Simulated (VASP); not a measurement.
## MgS: single point with r2SCAN

MgS:

```xyz
4
Lattice="4.0286 0.0000 0.0000 -2.0143 3.4889 0.0000 0.0000 0.0000 6.4544" Properties=species:S:1:pos:R:3 pbc="T T T"
Mg    0.0000    2.3259   -0.0185
Mg    2.0143    1.1630    3.2087
S     0.0000    2.3259    2.4389
S     2.0143    1.1630    5.6661
```

```json
{
  "Program": "VASP 6.6.1",
  "Task": "single point",
  "Functional": "r2SCAN",
  "Potentials or basis": "VASP PAW PBE potentials, release 64 (Mg, S)",
  "Cutoff": "520 eV",
  "k mesh": "6 × 6 × 4",
  "Occupations": "gaussian, width 0.01 eV",
  "Spin": "no spin polarisation",
  "Dipole correction": "no",
  "Further INCAR settings": "ALGO = Normal; EDIFF = 1e-06; NBANDS = 16"
}
```

The pressure is -0.3 GPa and the band gap on the k mesh is 4.13 eV, direct.

Forces in eV/Å, atoms in the order of the input:
```
Mg   0.000  0.000  0.003
Mg   0.000  0.000  0.003
S    0.000  0.000 -0.003
S    0.000  0.000 -0.003
```

Levels at points of the mesh, in eV from the valence-band top:
| k point | band 5 | band 6 | band 7 | band 8 | band 9 | band 10 | band 11 | band 12 |
| --- | --- | --- | --- | --- | --- | --- | --- | --- |
| (0.00, 0.00, 0.00) | -0.53 | -0.12 | -0.12 | 0.00 | 4.13 | 5.41 | 8.14 | 8.14 |
| (0.50, 0.00, 0.00) | -1.87 | -1.22 | -0.92 | -0.44 | 5.30 | 5.70 | 6.46 | 8.09 |
| (0.00, 0.00, 0.50) | -0.33 | -0.33 | -0.33 | -0.33 | 5.61 | 5.61 | 8.28 | 8.28 |
| (0.50, 0.00, 0.50) | -0.86 | -0.86 | -0.80 | -0.80 | 5.19 | 5.19 | 6.93 | 6.93 |

Wall time 84 s on 1 thread of Intel(R) Xeon(R) Platinum 8488C (Sapphire Rapids) (shared host), peak memory 0.21 GiB.

Caveat: the PAW data sets were made with another functional, which shifts forces and pressure a little. r2SCAN opens gaps a little over a GGA but as a rule still falls short of measured ones.
